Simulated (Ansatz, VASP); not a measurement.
NaCl in VASP and in Ansatz

The input INCAR:

```
ALGO     = Normal         # electronic algorithm
EDIFF    = 1E-7           # SCF threshold, eV
ENCUT    = 520            # plane-wave cutoff, eV
GGA      = PE             # functional
ISIF     = 2              # what is computed and relaxed
ISMEAR   = 0              # smearing method
LASPH    = True           # aspherical terms in the spheres
LCHARG   = True           # write CHGCAR
LELF     = True           # ELF
LREAL    = False          # projectors in reciprocal space
LVHAR    = True         
LWAVE    = False          # write WAVECAR
NBANDS   = 14             # bands
NELM     = 80             # most SCF steps
PREC     = Accurate       # precision mode
SIGMA    = 0.05           # smearing width, eV
```

Contents of KPOINTS:

```
k-points
0
Gamma
  8 8 8
```

File POSCAR:

```
NaCl
1.0
    0.0000000000      2.9450200000      2.7184800000
    2.9450200000      0.0000000000      2.7184800000
    2.9450200000      2.9450200000      0.0000000000
Na Cl
1 1
Direct
    0.0000000000      0.0000000000      0.0000000000
    0.5000000000      0.5000000000      0.5000000000
```

Input for Ansatz:

```yaml
crystal:
  lattice:
    - [0.0, 2.94502, 2.71848]
    - [2.94502, 0.0, 2.71848]
    - [2.94502, 2.94502, 0.0]
  atoms:
    - { symbol: Na, position: [0.0, 0.0, 0.0] }
    - { symbol: Cl, position: [0.5, 0.5, 0.5] }
basis:
  ecutwfc: 420
kpoints:
  mp_grid: { grid: [8, 8, 8] }
hamiltonian:
  xc: pbe
scf:
  occupations: { method: gaussian, width: 0.05 }
output:
  forces: true
  stress: true
  eigenvalues: true
```

Change from the starting cell: strain +0.040 along x and y, -0.040 along z, atoms carried along.

Alike in both runs: task single point; functional PBE; k mesh 8 × 8 × 8; occupations gaussian, width 0.05 eV; no spin polarisation.

|  | VASP | Ansatz |
| --- | --- | --- |
| version | VASP 6.6.1 | Ansatz 0.2.0 |
| potentials or method | VASP PAW PBE potentials, release 64 (Na_pv, Cl), cutoff 520 eV | scalar-relativistic, plane waves, PAW |
| valence electrons in the cell | 14 | 16 |

Ansatz gave:

| Property | Result |
| --- | --- |
| gap on the k mesh at the Fermi level (eV) | 4.90 |
| least direct gap on the mesh (eV) | 4.90 |
| pressure (GPa) | -0.1 |
| traceless stress, the component that is largest in VASP (GPa) | 2.01 |

Question: What did VASP give for the same quantities?

Answer: gap on the k mesh at the Fermi level (eV): 4.90; least direct gap on the mesh (eV): 4.90; pressure (GPa): -0.1; traceless stress, the component that is largest in VASP (GPa): 2.03.

With one functional, cell and mesh, what is left measures potentials, basis and numerics. VASP's potentials hold 14 valence electrons a cell and Ansatz's 16, so a difference there can come from the potentials and not from the codes.
